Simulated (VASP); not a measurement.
# Na (Im-3m) in VASP: notebook

The runs below take Na through single point, relaxation of cell and atoms, with revPBE, r2SCAN, LDA.

Program: VASP 6.6.1. These are calculated values, not measurements. Logs are shortened: lines on timing, memory, paths and dates and some standing lists are left out, and cuts for length are marked.

## Step 1: The cell of the first run

The structure is cubic, space group Im-3m (No. 229). The conventional cell has a = 4.282 Å, b = 4.282 Å, c = 4.282 Å, α = 90.00°, β = 90.00°, γ = 90.00°. Within 4.9 Å of Na (site symmetry m-3m) lie 14 Na at 3.71 to 4.28 Å.

## Step 2: Single point, revPBE

Input file INCAR:

```
SYSTEM = Na
PREC = Accurate
ENCUT = 520
EDIFF = 1E-7
ISMEAR = -1
SIGMA = 0.05
LREAL = .False.
LASPH = .True.
NELM = 60
ALGO = Fast
ISIF = 2
LWAVE = .False.
LCHARG = .False.
GGA = RE
NBANDS = 10
```

Input file KPOINTS:

```
regular mesh
0
Gamma
  9 9 9
  0 0 0
```

Input file POSCAR:

```
Na
1.0
   -2.1410000000      2.1410000000      2.1410000000
    2.1410000000     -2.1410000000      2.1410000000
    2.1410000000      2.1410000000     -2.1410000000
Na
1
Direct
    0.0000000000      0.0000000000      0.0000000000
```

Potentials or basis: VASP PAW PBE potentials, release 64 (Na_pv).

Run with:

```
$ cat potpaw_PBE.64/Na_pv/POTCAR > POTCAR
$ mpirun -np 1 vasp_std > vasp.out
```

OUTCAR:

```text
SYSTEM = Na
   PREC = Accurate
   ENCUT = 520
   EDIFF = 1E-7
   ISMEAR = -1
   LREAL = .False.
   LASPH = .True.
   NELM = 60
   ISIF = 2
   GGA = RE

 ion  position               nearest neighbor table
   1  0.000  0.000  0.000-

  LATTYP: Found a body centered cubic cell.
 ALAT       =     4.2820000000

  Lattice vectors:

 A1 = (  -2.1410000000,   2.1410000000,   2.1410000000)
 A2 = (   2.1410000000,  -2.1410000000,   2.1410000000)
 A3 = (   2.1410000000,   2.1410000000,  -2.1410000000)

Analysis of symmetry for initial positions (statically):
=====================================================================
 Subroutine PRICEL returns:
 Original cell was already a primitive cell.

 Routine SETGRP: Setting up the symmetry group for a
 body centered cubic supercell.

 Subroutine GETGRP returns: Found 48 space group operations
[... 9 lines left out ...]

 Routine SETGRP: Setting up the symmetry group for a
 body centered cubic supercell.

 Subroutine GETGRP returns: Found 48 space group operations
[... 11 lines left out ...]
                                     Primitive cell

  volume of cell :      39.2564

  direct lattice vectors                    reciprocal lattice vectors
    -2.141000000  2.141000000  2.141000000     0.000000000  0.233535731  0.233535731
     2.141000000 -2.141000000  2.141000000     0.233535731  0.000000000  0.233535731
     2.141000000  2.141000000 -2.141000000     0.233535731  0.233535731  0.000000000

  length of vectors
     3.708320779  3.708320779  3.708320779     0.330269398  0.330269398  0.330269398

  position of ions in fractional coordinates (direct lattice)
     0.000000000  0.000000000  0.000000000

  ion indices of the primitive-cell ions
   primitive index   ion index
                 1           1

----------------------------------------------------------------------------------------

 KPOINTS: regular mesh

Automatic generation of k-mesh.
 Grid dimensions read from file:
 generate k-points for:    9    9    9

 Generating k-lattice:

  Cartesian coordinates                     Fractional coordinates (reciprocal lattice)
     0.000000000  0.025948415  0.025948415     0.111111111  0.000000000  0.000000000
     0.025948415  0.000000000  0.025948415     0.000000000  0.111111111  0.000000000
     0.025948415  0.025948415  0.000000000     0.000000000  0.000000000  0.111111111

  Length of vectors
     0.036696600  0.036696600  0.036696600

  Shift w.r.t. Gamma in fractional coordinates (k-lattice)
     0.000000000  0.000000000  0.000000000

 Subroutine IBZKPT returns following result:
 ===========================================

 Found     35 irreducible k-points:

 Following reciprocal coordinates:
            Coordinates               Weight
  0.000000  0.000000  0.000000      1.000000
  0.111111  0.000000  0.000000     12.000000
  0.222222  0.000000  0.000000     12.000000
  0.333333  0.000000  0.000000     12.000000
  0.444444  0.000000  0.000000     12.000000
  0.111111  0.111111  0.000000     24.000000
[... 16 lines left out ...]
 -0.333333  0.444444  0.111111     48.000000
 -0.444444 -0.444444  0.111111     24.000000
 [... further k-points ...]
   k-points           NKPTS =     35   k-points in BZ     NKDIM =     35   number of bands    NBANDS=     10
   number of dos      NEDOS =    301   number of ions     NIONS =      1
   total plane-waves  NPLWV =  21952
   dimension x,y,z NGX =    28 NGY =   28 NGZ =   28
   dimension x,y,z NGXF=    56 NGYF=   56 NGZF=   56
   ions per type =               1
   NGX,Y,Z   is equivalent  to a cutoff of  12.55, 12.55, 12.55 a.u.
   NGXF,Y,Z  is equivalent  to a cutoff of  25.11, 25.11, 25.11 a.u.
 SYSTEM =  Na
   PREC   = accura    normal or accurate (medium, high low for compatibility)
   ISTART =      0    job   : 0-new  1-cont  2-samecut
   ICHARG =      2    charge: 1-file 2-atom 10-const
   ISPIN  =      1    spin polarized calculation?
   LNONCOLLINEAR =      F non collinear calculations
   LSORBIT =      F    spin-orbit coupling
   LASPH  =      T    aspherical Exc in radial PAW
   ENCUT  =  520.0 eV  38.22 Ry    6.18 a.u.   6.90  6.90  6.90*2*pi/ulx,y,z
   NELM   =     60;   NELMIN=  2; NELMDL= -5     # of ELM steps
   EDIFF  = 0.1E-06   stopping-criterion for ELM
   LREAL  =      F    real-space projection
   EDIFFG = 0.1E-05   stopping-criterion for IOM
   NSW    =      0    number of steps for IOM
   IBRION =     -1    ionic relax: 0-MD 1-quasi-New 2-CG
   NFREE  =      0    steps in history (QN), initial steepest desc. (CG)
   ISIF   =      2    stress and relaxation
   ISYM   =      2    0-nonsym 1-usesym 2-fastsym
   POTIM  = 0.5000    time-step for ionic-motion
   TEBEG  =    0.0;   TEEND  =   0.0 temperature during run
   PSTRESS=    0.0 pullay stress
   NELECT =       7.0000    total number of electrons
   NUPDOWN=      -1.0000    fix difference up-down
   EMIN   =  10.00;   EMAX   =-10.00  energy-range for DOS
   EFERMI =   0.00;   METHOD = LEGACY
   ISMEAR =    -1;   SIGMA  =   0.05  broadening in eV -4-tet -1-fermi 0-gaus
   EFERMI_NEDOS =   21; number of points for ismear=-14 and -15
   IALGO  =     68    algorithm
   IMIX   =      4    mixing-type and parameters
     AMIX     =   0.40;   BMIX     =  1.00
     AMIX_MAG =   1.60;   BMIX_MAG =  1.00
  volume/ion in A,a.u.               =      39.26       264.91
  Fermi-wavevector in a.u.,A,eV,Ry     =   0.921448  1.741284 11.552251  0.849066
  Thomas-Fermi vector in A             =   2.046866
   LORBIT       =      0    0 simple, 1 ext, 2 COOP (PROOUT), +10 PAW based schemes
   GGA     = RE    functional components
   LHFCALC =     F    Hartree Fock is set to
   AEXX    =    0.0000 exact exchange contribution
   IVDW    =     0    specifies the selected vdW correction
   LEPSILON=     F    determine dielectric tensor
   LRPA    =     F    only Hartree local field effects (RPA)
 non-spin polarized calculation
 RMM-DIIS sequential band-by-band and
  energy-cutoff  :      520.00
  volume of cell :       39.26
 maximum number of plane-waves:      1075
   NGX = 13   NGY = 13   NGZ = 13

 number of electron       7.0000011 magnetization

 Free energy of the ion-electron system (eV)
  ---------------------------------------------------
  ext. energy  EPLUGINS =         0.00000000
  ---------------------------------------------------
  free energy    TOTEN  =        -1.20955168 eV

  energy without entropy =       -1.20623919  energy(sigma->0) =       -1.20789544

 E-fermi :   0.2615     XC(G=0):  -6.2339

 val. band max:        0.1661100204   @ k =  -0.3333   0.4444   0.1111
 cond. band min:       0.3561236908   @ k =   0.4444   0.0000   0.0000
 fundamental gap:      0.1900136704
 Fermi energy:         0.2614664235

 k-point     1 :       0.0000    0.0000    0.0000
  band No.  band energies     occupation
      1     -24.6858      2.00000
      2     -24.6858      2.00000
      3     -24.6858      2.00000
      4      -2.8802      2.00000
      5      11.6801      0.00000
      6      11.6801      0.00000
      7      11.6801      0.00000
      8      12.5915      0.00000
      9      12.5917      0.00000
     10      13.0686      0.00000

 k-point     2 :       0.1111    0.0000    0.0000
  band No.  band energies     occupation
      1     -24.6891      2.00000
      2     -24.6869      2.00000
      3     -24.6858      2.00000
      4      -2.6716      2.00000
      5       9.4692      0.00000
      6      10.6277      0.00000
      7      10.9855      0.00000
      8      11.4042      0.00000
      9      11.9483      0.00000
     10      13.4665      0.00000

 k-point     3 :       0.2222    0.0000    0.0000
  band No.  band energies     occupation
      1     -24.6976      2.00000
      2     -24.6898      2.00000
      3     -24.6857      2.00000
      4      -2.0506      2.00000
      5       6.7305      0.00000
      6       9.4748      0.00000
      7      10.0979      0.00000
      8      10.3254      0.00000
      9      11.3220      0.00000
     10      13.9589      0.00000

 k-point     4 :       0.3333    0.0000    0.0000
  band No.  band energies     occupation
      1     -24.7072      2.00000
      2     -24.6931      2.00000
      3     -24.6857      2.00000
      4      -1.0312      2.00000
      5       4.2864      0.00000
      6       8.6848      0.00000
      7       9.4753      0.00000
      8       9.6042      0.00000
      9      10.6839      0.00000
     10      14.7602      0.00000

 k-point     5 :       0.4444    0.0000    0.0000
  band No.  band energies     occupation
      1     -24.7134      2.00000
      2     -24.6952      2.00000
      3     -24.6857      2.00000
      4       0.3561      0.26177
      5       2.1871      0.00000
      6       8.2870      0.00000
      7       9.1613      0.00000
      8       9.2443      0.00000
      9      10.3172      0.00000
     10      15.7030      0.00000

 k-point     6 :       0.1111    0.1111    0.0000
  band No.  band energies     occupation
      1     -24.6950      2.00000
      2     -24.6882      2.00000
      3     -24.6866      2.00000
      4      -2.2568      2.00000
      5       7.9549      0.00000
      6       8.4838      0.00000
      7      10.1260      0.00000
      8      11.4000      0.00000
      9      12.1560      0.00000
     10      13.6952      0.00000
[... 183 lines left out ...]
 k-point    21 :      -0.2222    0.3333    0.1111
  band No.  band energies     occupation
      1     -24.7034      2.00000
      2     -24.6944      2.00000
      3     -24.6901      2.00000
      4      -1.0310      2.00000
      5       5.6724      0.00000
      6       6.3680      0.00000
      7       9.1257      0.00000
      8      10.2249      0.00000
      9      11.2546      0.00000
     10      14.5909      0.00000

 k-point    22 :      -0.4444    0.4444    0.1111
  band No.  band energies     occupation
      1     -24.7125      2.00000
      2     -24.6965      2.00000
      3     -24.6882      2.00000
      4       0.5518      0.00600
      5       2.3806      0.00000
      6       7.2099      0.00000
      7       8.0870      0.00000
      8      10.6155      0.00000
      9      11.6728      0.00000
     10      12.9291      0.00000

 k-point    23 :      -0.3333    0.4444    0.1111
  band No.  band energies     occupation
      1     -24.7092      2.00000
      2     -24.6981      2.00000
      3     -24.6903      2.00000
      4       0.1661      1.74139
      5       3.6801      0.00000
      6       5.5514      0.00000
      7       8.9529      0.00000
      8      10.6087      0.00000
      9      11.0002      0.00000
     10      13.7905      0.00000

 k-point    24 :      -0.4444   -0.4444    0.1111
  band No.  band energies     occupation
      1     -24.7115      2.00000
      2     -24.6997      2.00000
      3     -24.6903      2.00000
      4       1.5106      0.00000
      5       2.0033      0.00000
      6       5.3411      0.00000
      7       8.8118      0.00000
      8      10.5126      0.00000
      9      11.8303      0.00000
     10      12.8040      0.00000

 [... further k-points ...]
[... 5 lines left out ...]
  --------------------------------------------------------------------------------------
  -------------------------------------------------------------------------------------
  Total       -0.0038785     -0.0038785     -0.0038785      0.0000000     -0.0000000      0.0000000
  in kB       -0.1582933     -0.1582933     -0.1582933      0.0000000     -0.0000000      0.0000000
  external PRESSURE =      -0.1582933 kB  Pullay stress =       0.0000000 kB

 VOLUME and BASIS-vectors are now :
 -----------------------------------------------------------------------------
  energy-cutoff  :      520.00
  volume of cell :       39.26
      direct lattice vectors                 reciprocal lattice vectors
    -2.141000000  2.141000000  2.141000000     0.000000000  0.233535731  0.233535731
     2.141000000 -2.141000000  2.141000000     0.233535731  0.000000000  0.233535731
     2.141000000  2.141000000 -2.141000000     0.233535731  0.233535731  0.000000000

 POSITION                                       TOTAL-FORCE (eV/Angst)
 -----------------------------------------------------------------------------------
      0.00000      0.00000      0.00000         0.000000      0.000000      0.000000
 -----------------------------------------------------------------------------------
    total drift:                               -0.000000     -0.000000     -0.000000

  FREE ENERGIE OF THE ION-ELECTRON SYSTEM (eV)
  ---------------------------------------------------
  free  energy   TOTEN  =        -1.2095516812 eV

  energy  without entropy=       -1.2062391936  energy(sigma->0) =       -1.20789544
```

It took 24 s on 1 thread of Intel Xeon 6975P-C, shared host; peak memory 0.14 GiB.

What came out:

```yaml
Free_energy: -1.2096 eV
Pressure: 0.0 GPa
```

Caveat: the PAW data sets were made with another functional, which shifts forces and pressure a little.

## Step 3: Single point, r2SCAN

This run uses another cell than the first one, of 37.54 Å³/atom, 0.956 times its volume.

Input file POSCAR:

```
Na
1.0
   -2.1094236947      2.1094236947      2.1094236947
    2.1094236947     -2.1094236947      2.1094236947
    2.1094236947      2.1094236947     -2.1094236947
Na
1
Direct
    0.0000000000      0.0000000000      0.0000000000
```

Input file INCAR.step1:

```
SYSTEM = Na
ALGO = Normal ; EDIFF = 1E-4
ENCUT = 520 ; GGA = PE
ISMEAR = -1 ; LASPH = .TRUE.
LCHARG = .FALSE. ; LREAL = .FALSE.
LWAVE = .TRUE. ; NBANDS = 10
NELM = 80 ; PREC = Accurate
SIGMA = 0.05
```

Input file INCAR.step2:

```
SYSTEM = Na
ALGO = Normal ; EDIFF = 1E-6
ENCUT = 520 ; ISIF = 2
ISMEAR = -1 ; ISTART = 1
LASPH = .TRUE. ; LCHARG = .FALSE.
LMIXTAU = .TRUE. ; LREAL = .FALSE.
LWAVE = .FALSE. ; METAGGA = R2SCAN
NBANDS = 10 ; NELM = 80
PREC = Accurate ; SIGMA = 0.05
```

Input file KPOINTS:

```
k-points
0
G
  9 9 9
  0 0 0
```

Potentials or basis: VASP PAW PBE potentials, release 64 (Na_pv).

Run with:

```
$ cat potpaw_PBE.64/Na_pv/POTCAR > POTCAR
$ cp INCAR.step1 INCAR
$ mpirun -np 1 vasp_std > vasp.out
$ cp INCAR.step2 INCAR
$ mpirun -np 1 vasp_std > vasp.out
```

It took 88 s on 1 thread of Intel Xeon 6975P-C, shared host; peak memory 0.15 GiB.

The run converged. Its results:

| Quantity | Value |
| --- | --- |
| Free energy | -3.5607 eV |
| Pressure | 0.1 GPa |

Levels at points of the mesh, in eV from the Fermi level:
| k point | band 1 | band 2 | band 3 | band 4 | band 5 | band 6 |
| --- | --- | --- | --- | --- | --- | --- |
| (0.00, 0.00, 0.00) | -26.00 | -26.00 | -26.00 | -3.44 | 12.35 | 12.35 |

Caveat: the PAW data sets were made with another functional, which shifts forces and pressure a little.

(Continued in part 2 of 2.)
